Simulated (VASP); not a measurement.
# SnSe (Fm-3m) in VASP: a series of runs

SnSe is run at these levels: PBEsol+D4, PBE+D3(BJ), PBE+D4, PBE; tasks: single point.

All numbers are computed with VASP 6.6.1; they aren't measurements. Logs are shortened: lines on timing, memory, paths and dates and some standing lists are left out, and cuts for length are marked.

## Step 1: The cell of the first run

Symmetry: Fm-3m, No. 225, cubic system. Conventional cell: a = 5.898 Å, b = 5.898 Å, c = 5.898 Å, α = 90.00°, β = 90.00°, γ = 90.00°. Within 3.9 Å of Sn (site symmetry m-3m) lie 6 Se at 2.95 Å. Within 3.9 Å of Se (site symmetry m-3m) lie 6 Sn at 2.95 Å.

## Step 2: Single point, PBEsol+D4

INCAR reads:

```
PREC = Accurate
ENCUT = 520
EDIFF = 1E-7
ISMEAR = -1
SIGMA = 0.05
LREAL = F
LASPH = T
NELM = 60
ALGO = Normal
ISIF = 2
LWAVE = F
LCHARG = F
GGA = PS
IVDW = 13
NBANDS = 17
```

KPOINTS reads:

```
regular mesh
0
Gamma
  8 8 8
```

POSCAR reads:

```
SnSe
1.0
    0.0000000000      2.9491338593      2.9491338593
    2.9491338593      0.0000000000      2.9491338593
    2.9491338593      2.9491338593      0.0000000000
Sn Se
1 1
Direct
    0.0000000000      0.0000000000      0.0000000000
    0.5000000000      0.5000000000      0.5000000000
```

Potentials or basis: VASP PAW PBE potentials, release 64 (Sn_d, Se).

The run is started by

```sh
$ cat potpaw_PBE.64/Sn_d/POTCAR potpaw_PBE.64/Se/POTCAR > POTCAR
$ mpirun -np 1 vasp_std > vasp.out
```

OUTCAR:

```text
PREC = Accurate
   ENCUT = 520
   EDIFF = 1E-7
   ISMEAR = -1
   LREAL = F
   LASPH = T
   NELM = 60
   ISIF = 2
   GGA = PS
   IVDW = 13

 ion  position               nearest neighbor table
   1  0.000  0.000  0.000-   2 2.95   2 2.95   2 2.95   2 2.95   2 2.95   2 2.95
   2  0.500  0.500  0.500-   1 2.95   1 2.95   1 2.95   1 2.95   1 2.95   1 2.95

  LATTYP: Found a face centered cubic cell.
 ALAT       =     5.8982677186

  Lattice vectors:

 A1 = (   0.0000000000,   2.9491338593,   2.9491338593)
 A2 = (   2.9491338593,   0.0000000000,   2.9491338593)
 A3 = (   2.9491338593,   2.9491338593,   0.0000000000)

Analysis of symmetry for initial positions (statically):
=====================================================================
 Subroutine PRICEL returns:
 Original cell was already a primitive cell.

 Routine SETGRP: Setting up the symmetry group for a
 face centered cubic supercell.

 Subroutine GETGRP returns: Found 48 space group operations
[... 9 lines left out ...]

 Routine SETGRP: Setting up the symmetry group for a
 face centered cubic supercell.

 Subroutine GETGRP returns: Found 48 space group operations
[... 11 lines left out ...]
                                     Primitive cell

  volume of cell :      51.2995

  direct lattice vectors                    reciprocal lattice vectors
     0.000000000  2.949133859  2.949133859    -0.169541304  0.169541304  0.169541304
     2.949133859  0.000000000  2.949133859     0.169541304 -0.169541304  0.169541304
     2.949133859  2.949133859  0.000000000     0.169541304  0.169541304 -0.169541304

  length of vectors
     4.170705101  4.170705101  4.170705101     0.293654152  0.293654152  0.293654152

  position of ions in fractional coordinates (direct lattice)
     0.000000000  0.000000000  0.000000000
     0.500000000  0.500000000  0.500000000

  ion indices of the primitive-cell ions
   primitive index   ion index
                 1           1
                 2           2

----------------------------------------------------------------------------------------

 KPOINTS: regular mesh

Automatic generation of k-mesh.
 Grid dimensions read from file:
 generate k-points for:    8    8    8

 Generating k-lattice:

  Cartesian coordinates                     Fractional coordinates (reciprocal lattice)
    -0.021192663  0.021192663  0.021192663     0.125000000  0.000000000  0.000000000
     0.021192663 -0.021192663  0.021192663     0.000000000  0.125000000  0.000000000
     0.021192663  0.021192663 -0.021192663     0.000000000  0.000000000  0.125000000

  Length of vectors
     0.036706769  0.036706769  0.036706769

  Shift w.r.t. Gamma in fractional coordinates (k-lattice)
     0.000000000  0.000000000  0.000000000

 Subroutine IBZKPT returns following result:
 ===========================================

 Found     29 irreducible k-points:

 Following reciprocal coordinates:
            Coordinates               Weight
  0.000000  0.000000  0.000000      1.000000
  0.125000  0.000000  0.000000      8.000000
  0.250000  0.000000  0.000000      8.000000
  0.375000  0.000000  0.000000      8.000000
  0.500000  0.000000  0.000000      4.000000
  0.125000  0.125000  0.000000      6.000000
[... 16 lines left out ...]
  0.500000  0.250000  0.125000     48.000000
 -0.375000  0.250000  0.125000     24.000000
 [... further k-points ...]
   k-points           NKPTS =     29   k-points in BZ     NKDIM =     29   number of bands    NBANDS=     17
   number of dos      NEDOS =    301   number of ions     NIONS =      2
   total plane-waves  NPLWV =  32768
   dimension x,y,z NGX =    32 NGY =   32 NGZ =   32
   dimension x,y,z NGXF=    64 NGYF=   64 NGZF=   64
   ions per type =               1   1
   NGX,Y,Z   is equivalent  to a cutoff of  12.76, 12.76, 12.76 a.u.
   NGXF,Y,Z  is equivalent  to a cutoff of  25.51, 25.51, 25.51 a.u.
 SYSTEM =  unknown system
   PREC   = accura    normal or accurate (medium, high low for compatibility)
   ISTART =      0    job   : 0-new  1-cont  2-samecut
   ICHARG =      2    charge: 1-file 2-atom 10-const
   ISPIN  =      1    spin polarized calculation?
   LNONCOLLINEAR =      F non collinear calculations
   LSORBIT =      F    spin-orbit coupling
   LASPH  =      T    aspherical Exc in radial PAW
   ENCUT  =  520.0 eV  38.22 Ry    6.18 a.u.   7.75  7.75  7.75*2*pi/ulx,y,z
   NELM   =     60;   NELMIN=  2; NELMDL= -5     # of ELM steps
   EDIFF  = 0.1E-06   stopping-criterion for ELM
   LREAL  =      F    real-space projection
   EDIFFG = 0.1E-05   stopping-criterion for IOM
   NSW    =      0    number of steps for IOM
   IBRION =     -1    ionic relax: 0-MD 1-quasi-New 2-CG
   NFREE  =      0    steps in history (QN), initial steepest desc. (CG)
   ISIF   =      2    stress and relaxation
   ISYM   =      2    0-nonsym 1-usesym 2-fastsym
   POTIM  = 0.5000    time-step for ionic-motion
   TEBEG  =    0.0;   TEEND  =   0.0 temperature during run
[... 41 lines left out ...]
 fundamental gap:      0.7629001750
 Fermi energy:         6.4143237939

 k-point     1 :       0.0000    0.0000    0.0000
  band No.  band energies     occupation
      1     -15.3408      2.00000
      2     -15.3408      2.00000
      3     -15.3386      2.00000
      4     -15.3386      2.00000
      5     -15.3386      2.00000
      6      -8.1716      2.00000
[... 9 lines left out ...]
     16      11.8701      0.00000
     17      14.1078      0.00000

 k-point     2 :       0.1250    0.0000    0.0000
  band No.  band energies     occupation
      1     -15.3422      2.00000
      2     -15.3422      2.00000
      3     -15.3382      2.00000
      4     -15.3364      2.00000
      5     -15.3364      2.00000
      6      -8.0484      2.00000
[... 9 lines left out ...]
     16      12.2686      0.00000
     17      15.3982      0.00000

 k-point     3 :       0.2500    0.0000    0.0000
  band No.  band energies     occupation
      1     -15.3460      2.00000
      2     -15.3460      2.00000
      3     -15.3371      2.00000
      4     -15.3304      2.00000
      5     -15.3304      2.00000
      6      -7.7132      2.00000
[... 9 lines left out ...]
     16      13.2739      0.00000
     17      17.7620      0.00000

 k-point     4 :       0.3750    0.0000    0.0000
  band No.  band energies     occupation
      1     -15.3499      2.00000
      2     -15.3499      2.00000
      3     -15.3362      2.00000
      4     -15.3243      2.00000
      5     -15.3243      2.00000
      6      -7.2992      2.00000
[... 9 lines left out ...]
     16      14.8144      0.00000
     17      17.8528      0.00000

 k-point     5 :       0.5000    0.0000    0.0000
  band No.  band energies     occupation
      1     -15.3516      2.00000
      2     -15.3516      2.00000
      3     -15.3358      2.00000
      4     -15.3218      2.00000
      5     -15.3218      2.00000
      6      -7.0908      2.00000
[... 9 lines left out ...]
     16      16.3947      0.00000
     17      16.4465      0.00000

 k-point     6 :       0.1250    0.1250    0.0000
  band No.  band energies     occupation
      1     -15.3449      2.00000
      2     -15.3399      2.00000
      3     -15.3393      2.00000
      4     -15.3353      2.00000
      5     -15.3353      2.00000
      6      -8.0069      2.00000
[... 9 lines left out ...]
     16      13.0177      0.00000
     17      14.5585      0.00000
[... 281 lines left out ...]
 k-point    21 :       0.5000    0.5000    0.0000
  band No.  band energies     occupation
      1     -15.3817      2.00000
      2     -15.3476      2.00000
      3     -15.3307      2.00000
      4     -15.3152      2.00000
      5     -15.3152      2.00000
      6      -6.7470      2.00000
[... 9 lines left out ...]
     16      18.2650      0.00000
     17      18.9172      0.00000

 k-point    22 :       0.3750    0.2500    0.1250
  band No.  band energies     occupation
      1     -15.3550      2.00000
      2     -15.3412      2.00000
      3     -15.3395      2.00000
      4     -15.3274      2.00000
      5     -15.3255      2.00000
      6      -7.4403      2.00000
[... 9 lines left out ...]
     16      15.6684      0.00000
     17      15.8793      0.00000

 k-point    23 :       0.5000    0.2500    0.1250
  band No.  band energies     occupation
      1     -15.3586      2.00000
      2     -15.3439      2.00000
      3     -15.3359      2.00000
      4     -15.3255      2.00000
      5     -15.3221      2.00000
      6      -7.0838      2.00000
[... 9 lines left out ...]
     16      15.9273      0.00000
     17      17.4499      0.00000

 k-point    24 :      -0.3750    0.2500    0.1250
  band No.  band energies     occupation
      1     -15.3598      2.00000
      2     -15.3453      2.00000
      3     -15.3324      2.00000
      4     -15.3272      2.00000
      5     -15.3202      2.00000
      6      -6.9122      2.00000
[... 9 lines left out ...]
     16      17.0451      0.00000
     17      17.1202      0.00000

 [... further k-points ...]

------------------------ aborting loop because EDIFF is reached ----------------------------------------

  DFT-D4 for vdW energy calculation

  Edisp (eV):   -0.47222

  FORCE on cell =-STRESS in cart. coord.  units (eV):
  Direction    XX          YY          ZZ          XY          YZ          ZX
  --------------------------------------------------------------------------------------
  -------------------------------------------------------------------------------------
  Total       0.00455     0.00455     0.00455     0.00000    -0.00000     0.00000
  in kB       0.14220     0.14220     0.14220     0.00000    -0.00000     0.00000
  external pressure =        0.14 kB  Pullay stress =        0.00 kB

 VOLUME and BASIS-vectors are now :
 -----------------------------------------------------------------------------
  energy-cutoff  :      520.00
  volume of cell :       51.30
      direct lattice vectors                 reciprocal lattice vectors
     0.000000000  2.949133859  2.949133859    -0.169541304  0.169541304  0.169541304
     2.949133859  0.000000000  2.949133859     0.169541304 -0.169541304  0.169541304
     2.949133859  2.949133859  0.000000000     0.169541304  0.169541304 -0.169541304

 POSITION                                       TOTAL-FORCE (eV/Angst)
 -----------------------------------------------------------------------------------
      0.00000      0.00000      0.00000        -0.000000      0.000000     -0.000000
      2.94913      2.94913      2.94913         0.000000     -0.000000      0.000000
 -----------------------------------------------------------------------------------
    total drift:                                0.000000     -0.000000     -0.000000

  FREE ENERGIE OF THE ION-ELECTRON SYSTEM (eV)
  ---------------------------------------------------
  free  energy   TOTEN  =        -9.4519199665 eV

  energy  without entropy=       -9.4518767661  energy(sigma->0) =       -9.45189837
```

It took 19 s on 1 thread of Intel Xeon Platinum 8259CL at 2.50GHz (Skylake/Cascade Lake), shared host; peak memory 0.18 GiB.

Results:

```yaml
Free_energy: -9.4519 eV
Pressure: 0.0 GPa
Band_gap_on_the_k_mesh: 0.76 eV, indirect (least direct gap 0.92 eV)
Dispersion_energy_per_atom: -0.236 eV
```

Levels at points of the mesh, in eV from the valence-band top:
```tsv
k point	band 6	band 7	band 8	band 9	band 10	band 11	band 12	band 13	band 14	band 15
(0.00, 0.00, 0.00)	-14.20	-4.79	-2.25	-2.25	-2.25	4.63	4.63	4.63	5.84	5.84
(0.50, 0.00, 0.00)	-13.12	-8.30	-1.99	-1.99	-0.02	0.91	1.28	1.28	8.41	10.36
(0.50, 0.50, 0.00)	-12.78	-5.94	-5.83	-3.83	-3.83	2.82	5.78	5.78	6.44	10.77
```

Caveat: the PAW data sets were made with another functional, which shifts forces and pressure a little; spin-orbit coupling is left out, which moves the levels of the heavy elements. A k mesh can miss the band edges.

## Step 3: Single point, PBE+D3(BJ)

This run uses another cell than the first one, of 26.64 Å³/atom, 1.039 times its volume.

INCAR reads:

```
ALGO = Normal ; EDIFF = 1E-7
ENCUT = 520 ; GGA = PE
ISIF = 2 ; ISMEAR = -1
IVDW = 12 ; LASPH = T
LCHARG = T ; LELF = T
LREAL = F ; LVHAR = T
LWAVE = F ; NBANDS = 17
NELM = 80 ; PREC = Accurate
SIGMA = 0.05
```

KPOINTS reads:

```
k-points
0
Gamma
  8 8 8
```

POSCAR reads:

```
SnSe
1.0
    0.0000000000      2.9867158511      2.9867158511
    2.9867158511      0.0000000000      2.9867158511
    2.9867158511      2.9867158511      0.0000000000
Sn Se
1 1
Direct
    0.0000000000      0.0000000000      0.0000000000
    0.5000000000      0.5000000000      0.5000000000
```

Potentials or basis: VASP PAW PBE potentials, release 64 (Sn_d, Se).

The run is started by

```sh
$ cat potpaw_PBE.64/Sn_d/POTCAR potpaw_PBE.64/Se/POTCAR > POTCAR
$ mpirun -np 1 vasp_std > vasp.out
```

Wall time 21 s (1 thread of Intel Xeon Platinum 8259CL at 2.50GHz (Skylake/Cascade Lake), shared host); peak memory 0.19 GiB.

The run converged. Its results:

```
Free energy                : -8.9302 eV
Pressure                   : 0.0 GPa
Band gap on the k mesh     : 0.69 eV, direct
Dispersion energy per atom : -0.362 eV
```

Levels at points of the mesh, in eV from the valence-band top:
```tsv
k point	band 6	band 7	band 8	band 9	band 10	band 11	band 12	band 13	band 14	band 15
(0.00, 0.00, 0.00)	-14.01	-4.97	-2.24	-2.24	-2.24	4.43	4.43	4.43	5.86	5.86
(0.50, 0.00, 0.00)	-13.03	-8.15	-1.99	-1.99	0.00	0.69	1.26	1.26	8.33	10.24
(0.50, 0.50, 0.00)	-12.73	-5.99	-5.61	-3.73	-3.73	2.97	5.50	5.50	6.14	10.54
```

Caveat: spin-orbit coupling is left out, which moves the levels of the heavy elements. A k mesh can miss the band edges.

## Step 4: Single point, PBE+D4

This run uses another cell than the first one, of 26.62 Å³/atom, 1.038 times its volume.

INCAR reads:

```
ALGO     = Normal         # electronic algorithm
EDIFF    = 1E-6           # SCF threshold, eV
ENCUT    = 520            # plane-wave cutoff, eV
GGA      = PE             # functional
ISIF     = 2              # what is computed and relaxed
ISMEAR   = -1             # smearing method
IVDW     = 13             # dispersion correction
LASPH    = T              # aspherical terms in the spheres
LCHARG   = F              # write CHGCAR
LREAL    = F              # projectors in reciprocal space
LWAVE    = F              # write WAVECAR
NBANDS   = 17             # bands
NELM     = 60             # most SCF steps
PREC     = Accurate       # precision mode
SIGMA    = 0.05           # smearing width, eV
```

KPOINTS is that of step 3.

POSCAR reads:

```
SnSe
1.0
    0.0000000000      2.9857300131      2.9857300131
    2.9857300131      0.0000000000      2.9857300131
    2.9857300131      2.9857300131      0.0000000000
Sn Se
1 1
Direct
    0.0000000000      0.0000000000      0.0000000000
    0.5000000000      0.5000000000      0.5000000000
```

The run is started by

```sh
$ cat potpaw_PBE.64/Sn_d/POTCAR potpaw_PBE.64/Se/POTCAR > POTCAR
$ mpirun -np 1 vasp_std > vasp.out
```

Wall time 17 s (1 thread of Intel Xeon Platinum 8259CL at 2.50GHz (Skylake/Cascade Lake), shared host); peak memory 0.19 GiB.

It converged, with:

| Item | Value |
| --- | --- |
| Free energy | -8.9998 eV |
| Pressure | -0.1 GPa |
| Band gap on the k mesh | 0.69 eV, direct |
| Dispersion energy per atom | -0.397 eV |

Levels at points of the mesh, in eV from the valence-band top:
```
           k point  band 7  band 8  band 9  band 10  band 11  band 12  band 13  band 14
(0.00, 0.00, 0.00)   -4.97   -2.24   -2.24    -2.24     4.43     4.43     4.43     5.86
(0.50, 0.00, 0.00)   -8.15   -1.99   -1.99     0.00     0.69     1.26     1.26     8.34
(0.50, 0.50, 0.00)   -5.99   -5.62   -3.73    -3.73     2.96     5.51     5.51     6.15
```

Caveat: spin-orbit coupling is left out, which moves the levels of the heavy elements. A k mesh can miss the band edges.

## Step 5: Single point, PBE

This run uses another cell than the first one, of 27.27 Å³/atom, 1.063 times its volume.

INCAR reads:

```
PREC = Accurate
ENCUT = 520
EDIFF = 1E-7
ISMEAR = 0
SIGMA = 0.026000000000000002
LREAL = False
LASPH = True
NELM = 60
ALGO = Normal
ISIF = 2
LWAVE = False
LCHARG = False
GGA = PE
NBANDS = 17
```

KPOINTS reads:

```
Automatic mesh
0
Gamma
  8 8 8
```

POSCAR reads:

```
SnSe
1.0
    0.0000000000      3.0100000000      3.0100000000
    3.0100000000      0.0000000000      3.0100000000
    3.0100000000      3.0100000000      0.0000000000
Sn Se
1 1
Direct
    0.0000000000      0.0000000000      0.0000000000
    0.5000000000      0.5000000000      0.5000000000
```

The run is started by

```sh
$ cat potpaw_PBE.64/Sn_d/POTCAR potpaw_PBE.64/Se/POTCAR > POTCAR
$ mpirun -np 1 vasp_std > vasp.out
```

It took 18 s on 1 thread of Intel Xeon Platinum 8259CL at 2.50GHz (Skylake/Cascade Lake), shared host; peak memory 0.18 GiB.

It converged, with:

* Free energy: -8.2189 eV
* Pressure: 0.9 GPa
* Band gap on the k mesh: 0.58 eV, direct

Levels at points of the mesh, in eV from the valence-band top:
```csv
k point,band 6,band 7,band 8,band 9,band 10,band 11,band 12,band 13,band 14,band 15
"(0.00, 0.00, 0.00)",-13.86,-5.06,-2.19,-2.19,-2.19,4.32,4.32,4.32,5.87,5.87
"(0.50, 0.00, 0.00)",-12.93,-8.04,-1.94,-1.94,0.00,0.58,1.25,1.25,8.25,10.12
"(0.50, 0.50, 0.00)",-12.66,-6.00,-5.46,-3.63,-3.63,3.03,5.35,5.35,5.97,10.45
```

Caveat: spin-orbit coupling is left out, which moves the levels of the heavy elements.

## Step 6: Single point, PBE

This run uses another cell than the first one, of 27.27 Å³/atom, 1.063 times its volume.

INCAR reads:

```
ALGO = Normal
EDIFF = 1E-6
ENCUT = 520
GGA = PE
ISIF = 2
ISMEAR = 0
LASPH = T
LCHARG = T
LELF = T
LREAL = F
LVHAR = T
LWAVE = F
NBANDS = 17
NELM = 60
PREC = Accurate
SIGMA = 0.013000000000000001
```

KPOINTS reads:

```
k-points
0
Gamma
  8 8 8
```

POSCAR is that of step 5.

Potentials or basis: VASP PAW PBE potentials, release 64 (Sn_d, Se).

The run is started by

```sh
$ cat potpaw_PBE.64/Sn_d/POTCAR potpaw_PBE.64/Se/POTCAR > POTCAR
$ mpirun -np 1 vasp_std > vasp.out
```

It took 19 s on 1 thread of Intel Xeon Platinum 8259CL at 2.50GHz (Skylake/Cascade Lake), shared host; peak memory 0.18 GiB.

Results (log left out):

| Property | Result |
| --- | --- |
| Free energy | -8.2189 eV |
| Pressure | 0.9 GPa |
| Band gap on the k mesh | 0.58 eV, direct |

Levels at points of the mesh, in eV from the valence-band top:
```tsv
k point	band 8	band 9	band 10	band 11	band 12	band 13
(0.00, 0.00, 0.00)	-2.19	-2.19	-2.19	4.32	4.32	4.32
(0.50, 0.00, 0.00)	-1.94	-1.94	0.00	0.58	1.25	1.25
(0.50, 0.50, 0.00)	-5.46	-3.63	-3.63	3.03	5.35	5.35
```

Caveat: spin-orbit coupling is left out, which moves the levels of the heavy elements.

## Step 7: The runs side by side

| level | cell | smearing | gap on the mesh (eV) | pressure (GPa) |
| --- | --- | --- | --- | --- |
| PBEsol+D4 | a = 4.171 Å, angles 60.0°, 2 atoms | fermi-dirac 0.05 eV | 0.76 | 0.0 |
| PBE+D3(BJ) | a = 4.224 Å, angles 60.0°, 2 atoms | fermi-dirac 0.05 eV | 0.69 | 0.0 |
| PBE+D4 | a = 4.222 Å, angles 60.0°, 2 atoms | fermi-dirac 0.05 eV | 0.69 | -0.1 |
| PBE | a = 4.257 Å, angles 60.0°, 2 atoms | gaussian 0.026 eV | 0.58 | 0.9 |
| PBE | a = 4.257 Å, angles 60.0°, 2 atoms | gaussian 0.013 eV | 0.58 | 0.9 |

Alike in all rows: task single point; potentials or basis VASP PAW PBE potentials, release 64 (Sn_d, Se); no spin polarisation; k mesh 8 × 8 × 8; cutoff (eV) 520.

Caveats: spin-orbit coupling is left out, which moves the levels of the heavy elements; the PAW data sets were made with another functional, which shifts forces and pressure a little (some runs).

Total energies depend on the potentials used, so only differences within one code and one set of settings carry meaning.
